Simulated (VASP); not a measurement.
# ZnSe (P4/nmm) in VASP: further runs, part 2 of 3

VASP 6.6.1. Earlier steps stand in the parts before.

**3. Single point, PBEsol**

The input, INCAR:

```
SYSTEM = ZnSe
PREC     = Accurate       ! precision mode
ENCUT    = 520            ! plane-wave cutoff, eV
EDIFF    = 1E-6           ! SCF threshold, eV
ISMEAR   = 0              ! smearing method
SIGMA    = 0.05           ! smearing width, eV
LREAL    = .FALSE.        ! projectors in reciprocal space
LASPH    = .TRUE.         ! aspherical terms in the spheres
NELM     = 100            ! most SCF steps
ALGO     = Normal         ! electronic algorithm
ISIF     = 2              ! what is computed and relaxed
LWAVE    = .FALSE.        ! write WAVECAR
LCHARG   = .FALSE.        ! write CHGCAR
GGA      = PS             ! functional
NBANDS   = 26             ! bands
```

The input, KPOINTS:

```
regular mesh
0
G
  8 8 6
  0 0 0
```

The input, POSCAR:

```
ZnSe
1.0
    3.9625030235      0.0000000000      0.0000000000
    0.0000000000      3.9625030235      0.0000000000
    0.0000000000      0.0000000000      5.4412877586
Zn Se
2 2
Direct
    0.0000000000      0.0000000000      0.0000000000
    0.5000000000      0.5000000000      0.0000000000
    0.0000000000      0.5000000000      0.3043429689
    0.5000000000      0.0000000000      0.6956570311
```

Potentials or basis: VASP PAW PBE potentials, release 64 (Zn, Se).

Command:

```
$ cat potpaw_PBE.64/Zn/POTCAR potpaw_PBE.64/Se/POTCAR > POTCAR
$ mpirun -np 1 vasp_std > vasp.out
```

OUTCAR:

```text
SYSTEM = ZnSe
   PREC = Accurate
   ENCUT = 520
   EDIFF = 1E-6
   ISMEAR = 0
   LREAL = .FALSE.
   LASPH = .TRUE.
   NELM = 100
   ISIF = 2
   GGA = PS

 ion  position               nearest neighbor table
   1  0.000  0.000  0.000-   3 2.58   4 2.58   3 2.58   4 2.58   2 2.80   2 2.80   2 2.80   2 2.80

   2  0.500  0.500  0.000-   3 2.58   4 2.58   4 2.58   3 2.58   1 2.80   1 2.80   1 2.80   1 2.80

   3  0.000  0.500  0.304-   1 2.58   2 2.58   1 2.58   2 2.58
   4  0.500  0.000  0.696-   1 2.58   2 2.58   2 2.58   1 2.58

  LATTYP: Found a simple tetragonal cell.
 ALAT       =     3.9625030235
 C/A-ratio  =     1.3731946011

  Lattice vectors:

 A1 = (   3.9625030235,   0.0000000000,   0.0000000000)
 A2 = (   0.0000000000,   3.9625030235,   0.0000000000)
 A3 = (   0.0000000000,   0.0000000000,   5.4412877586)

Analysis of symmetry for initial positions (statically):
=====================================================================
 Subroutine PRICEL returns:
 Original cell was already a primitive cell.

 Routine SETGRP: Setting up the symmetry group for a
 simple tetragonal supercell.

 Subroutine GETGRP returns: Found 16 space group operations
 (whereof  8 operations were pure point group operations)
 out of a pool of 16 trial point group operations.

The static configuration has the point symmetry D_2d.
 The point group associated with its full space group is D_4h.

Analysis of symmetry for dynamics (positions and initial velocities):
=====================================================================
 Subroutine PRICEL returns:
 Original cell was already a primitive cell.

 Routine SETGRP: Setting up the symmetry group for a
 simple tetragonal supercell.

 Subroutine GETGRP returns: Found 16 space group operations
 (whereof  8 operations were pure point group operations)
 out of a pool of 16 trial point group operations.

The dynamic configuration has the point symmetry D_2d.
 The point group associated with its full space group is D_4h.

 Subroutine INISYM returns: Found 16 space group operations
[... 121 lines left out ...]
     AMIX_MAG =   1.60;   BMIX_MAG =  1.00
  volume/ion in A,a.u.               =      21.36       144.14
  Fermi-wavevector in a.u.,A,eV,Ry     =   1.227332  2.319321 20.495049  1.506344
  Thomas-Fermi vector in A             =   2.362299
   LORBIT       =      0    0 simple, 1 ext, 2 COOP (PROOUT), +10 PAW based schemes
   GGA     = PS    functional components
   LHFCALC =     F    Hartree Fock is set to
   AEXX    =    0.0000 exact exchange contribution
   IVDW    =     0    specifies the selected vdW correction
   LEPSILON=     F    determine dielectric tensor
   LRPA    =     F    only Hartree local field effects (RPA)
 non-spin polarized calculation
 Gauss-broadening in eV      SIGMA  =   0.05
  energy-cutoff  :      520.00
  volume of cell :       85.44
 maximum number of plane-waves:      2349
 NGX is ok and might be reduce to    30
   NGX = 15   NGY = 15   NGZ = 21

 number of electron      36.0000026 magnetization

 Free energy of the ion-electron system (eV)
  ---------------------------------------------------
  ext. energy  EPLUGINS =         0.00000000
  ---------------------------------------------------
  free energy    TOTEN  =       -12.66242548 eV

  energy without entropy =      -12.66242548  energy(sigma->0) =      -12.66242548

 E-fermi :   2.6119     XC(G=0):  -9.9564

 val. band max:        2.3375878438   @ k =   0.0000   0.0000   0.0000
 cond. band min:       3.3734918757   @ k =   0.0000   0.0000   0.0000
 fundamental gap:      1.0359040319
 Fermi energy:         2.6118726804

 k-point     1 :       0.0000    0.0000    0.0000
  band No.  band energies     occupation
      1     -11.3715      2.00000
      2      -9.9668      2.00000
      3      -5.1314      2.00000
      4      -5.0379      2.00000
      5      -4.8748      2.00000
      6      -4.8265      2.00000
[... 685 lines left out ...]
     25      11.0388      0.00000
     26      11.0388      0.00000

 [... further k-points ...]

------------------------ aborting loop because EDIFF is reached ----------------------------------------

  FORCE on cell =-STRESS in cart. coord.  units (eV):
  Direction    XX          YY          ZZ          XY          YZ          ZX
  --------------------------------------------------------------------------------------
  -------------------------------------------------------------------------------------
  Total       -0.7539303     -0.7539303     -3.6686895      0.0000000      0.0000000      0.0000000
  in kB      -14.1384191    -14.1384191    -68.7987638      0.0000000      0.0000000      0.0000000
  external PRESSURE =     -32.3585340 kB  Pullay stress =       0.0000000 kB

 VOLUME and BASIS-vectors are now :
 -----------------------------------------------------------------------------
  energy-cutoff  :      520.00
  volume of cell :       85.44
      direct lattice vectors                 reciprocal lattice vectors
     3.962503024  0.000000000  0.000000000     0.252365738  0.000000000  0.000000000
     0.000000000  3.962503024  0.000000000     0.000000000  0.252365738  0.000000000
     0.000000000  0.000000000  5.441287759     0.000000000  0.000000000  0.183780025

 POSITION                                       TOTAL-FORCE (eV/Angst)
 -----------------------------------------------------------------------------------
      0.00000      0.00000      0.00000         0.000000     -0.000000      0.000000
      1.98125      1.98125      0.00000         0.000000      0.000000      0.000000
      0.00000      1.98125      1.65602         0.000000      0.000000     -1.402874
      1.98125      0.00000      3.78527         0.000000      0.000000      1.402874
 -----------------------------------------------------------------------------------
    total drift:                                0.000000      0.000000      0.000000

  FREE ENERGIE OF THE ION-ELECTRON SYSTEM (eV)
  ---------------------------------------------------
  free  energy   TOTEN  =       -12.6624254823 eV

  energy  without entropy=      -12.6624254823  energy(sigma->0) =      -12.66242548
```

OSZICAR:

```text
N       E                     dE             d eps       ncg     rms          rms(c)
DAV:   1     0.231785097841E+03    0.23179E+03   -0.17038E+04  3120   0.163E+03
DAV:   2     0.822478342388E+01   -0.22356E+03   -0.21415E+03  3194   0.338E+02
DAV:   3    -0.128941378188E+02   -0.21119E+02   -0.20901E+02  3794   0.103E+02
DAV:   4    -0.133029697128E+02   -0.40883E+00   -0.40812E+00  3500   0.141E+01
DAV:   5    -0.133053498907E+02   -0.23802E-02   -0.23799E-02  3736   0.109E+00    0.659E+00
DAV:   6    -0.126869200845E+02    0.61843E+00   -0.18979E+00  4138   0.356E+01    0.546E+00
DAV:   7    -0.126714371657E+02    0.15483E-01   -0.42594E-01  3376   0.588E+00    0.254E+00
DAV:   8    -0.126630666777E+02    0.83705E-02   -0.16656E-02  3600   0.101E+00    0.531E-01
DAV:   9    -0.126624033605E+02    0.66332E-03   -0.17474E-03  4196   0.770E-01    0.729E-02
DAV:  10    -0.126624273999E+02   -0.24039E-04   -0.39622E-04  3268   0.166E-01    0.176E-02
DAV:  11    -0.126624251633E+02    0.22366E-05   -0.35609E-05  3402   0.426E-02    0.683E-03
DAV:  12    -0.126624254823E+02   -0.31909E-06   -0.39275E-06  3276   0.112E-02
   1 F= -.12662425E+02 E0= -.12662425E+02  d E =-.125294E-16
```

stdout:

```text
POSCAR found type information on POSCAR ZnSe
 POSCAR found :  2 types and       4 ions
 scaLAPACK will be used
 -----------------------------------------------------------------------------
|                                                                             |
|                                                                             |
|     You enforced a specific xc type in the INCAR file but a different       |
|     I HOPE YOU KNOW WHAT YOU ARE DOING!                                     |
|                                                                             |
 -----------------------------------------------------------------------------

 LDA part: xc-table for (Slater+PW92), standard interpolation
 POSCAR, INCAR and KPOINTS ok, starting setup
 FFT: planning ... GRIDC
 FFT: planning ... GRID_SOFT
 FFT: planning ... GRID
 WAVECAR not read
 entering main loop
```

Wall time 40 s (1 thread of Intel Xeon 6975P-C (Granite Rapids), shared host); peak memory 0.25 GiB.

What came out:

* Free energy: -12.6624 eV
* Pressure: -3.2 GPa
* Largest force: 1.403 eV/Å
* Band gap on the k mesh: 1.04 eV, direct

Forces on the atoms (eV/Å):
```
Zn   0.000  0.000  0.000
Zn   0.000  0.000  0.000
Se   0.000  0.000 -1.403
Se   0.000  0.000  1.403
```

Levels at points of the mesh, in eV from the valence-band top:
| k point | band 16 | band 17 | band 18 | band 19 | band 20 | band 21 |
| --- | --- | --- | --- | --- | --- | --- |
| (0.00, 0.00, 0.00) | -0.96 | 0.00 | 0.00 | 1.04 | 1.90 | 2.91 |
| (0.50, 0.00, 0.00) | -2.95 | -1.06 | -1.06 | 3.66 | 3.66 | 4.34 |
| (0.50, 0.50, 0.00) | -2.75 | -2.20 | -2.20 | 1.88 | 1.88 | 1.88 |
| (0.00, 0.00, 0.50) | -1.86 | -1.19 | -1.19 | 2.30 | 3.14 | 3.82 |
| (0.50, 0.00, 0.50) | -1.00 | -0.96 | -0.96 | 1.68 | 1.68 | 5.34 |
| (0.50, 0.50, 0.50) | -3.76 | -3.40 | -3.40 | 4.20 | 4.20 | 4.35 |

Caveat: the PAW data sets were made with another functional, which shifts forces and pressure a little. As with any semilocal functional, this PBEsol gap is likely too small.

**4. Single point, PBEsol**

This run uses another cell than the first one, of 22.40 Å³/atom, 1.049 times its volume.

The input, INCAR:

```
SYSTEM = ZnSe
PREC     = Accurate       ! precision mode
ENCUT    = 520            ! plane-wave cutoff, eV
EDIFF    = 1E-6           ! SCF threshold, eV
ISMEAR   = 0              ! smearing method
SIGMA    = 0.05           ! smearing width, eV
LREAL    = .False.        ! projectors in reciprocal space
LASPH    = .True.         ! aspherical terms in the spheres
NELM     = 100            ! most SCF steps
ALGO     = Normal         ! electronic algorithm
ISIF     = 2              ! what is computed and relaxed
LWAVE    = .False.        ! write WAVECAR
LCHARG   = .False.        ! write CHGCAR
GGA      = PS             ! functional
NBANDS   = 26             ! bands
```

The input, KPOINTS:

```
regular mesh
0
Gamma
  8 8 6
  0 0 0
```

The input, POSCAR:

```
ZnSe
1.0
    4.0261152320      0.0000000000      0.0000000000
    0.0000000000      4.0261152320      0.0000000000
    0.0000000000      0.0000000000      5.5286396999
Zn Se
2 2
Direct
    0.0000000000      0.0000000000      0.0000000000
    0.5000000000      0.5000000000      0.0000000000
    0.0000000000      0.5000000000      0.3224306008
    0.5000000000      0.0000000000      0.6775693992
```

Command:

```
$ cat potpaw_PBE.64/Zn/POTCAR potpaw_PBE.64/Se/POTCAR > POTCAR
$ mpirun -np 1 vasp_std > vasp.out
```

Wall time 45 s (1 thread of Intel Xeon 6975P-C (Granite Rapids), shared host); peak memory 0.25 GiB.

The run converged. Its results:

| Property | Result |
| --- | --- |
| Free energy | -12.1364 eV |
| Pressure | -7.6 GPa |
| Largest force | 2.349 eV/Å |
| Band gap on the k mesh | 0.55 eV, direct |

Forces on the atoms (eV/Å):
```
Zn   0.000  0.000  0.000
Zn   0.000  0.000  0.000
Se   0.000  0.000 -2.349
Se   0.000  0.000  2.349
```

Stress tensor (GPa, compression positive):
```
 -4.81   0.00   0.00
  0.00  -4.81   0.00
  0.00   0.00 -13.15
```

Levels at points of the mesh, in eV from the valence-band top:
| k point | band 15 | band 16 | band 17 | band 18 | band 19 | band 20 | band 21 | band 22 |
| --- | --- | --- | --- | --- | --- | --- | --- | --- |
| (0.00, 0.00, 0.00) | -2.49 | -1.42 | 0.00 | 0.00 | 0.55 | 1.80 | 3.19 | 4.03 |
| (0.50, 0.00, 0.00) | -3.12 | -3.12 | -1.07 | -1.07 | 3.12 | 3.12 | 4.00 | 4.00 |
| (0.50, 0.50, 0.00) | -2.67 | -2.67 | -1.93 | -1.93 | 1.23 | 1.23 | 1.51 | 1.51 |
| (0.00, 0.00, 0.50) | -1.51 | -1.51 | -1.45 | -1.45 | 2.20 | 3.00 | 3.06 | 4.22 |
| (0.50, 0.00, 0.50) | -1.06 | -1.06 | -0.97 | -0.97 | 1.15 | 1.15 | 5.07 | 5.07 |
| (0.50, 0.50, 0.50) | -3.78 | -3.78 | -3.34 | -3.34 | 3.63 | 3.63 | 3.70 | 3.70 |

Caveat: the PAW data sets were made with another functional, which shifts forces and pressure a little. A k mesh can miss the band edges.

(Part 2 of 3 ends here.)
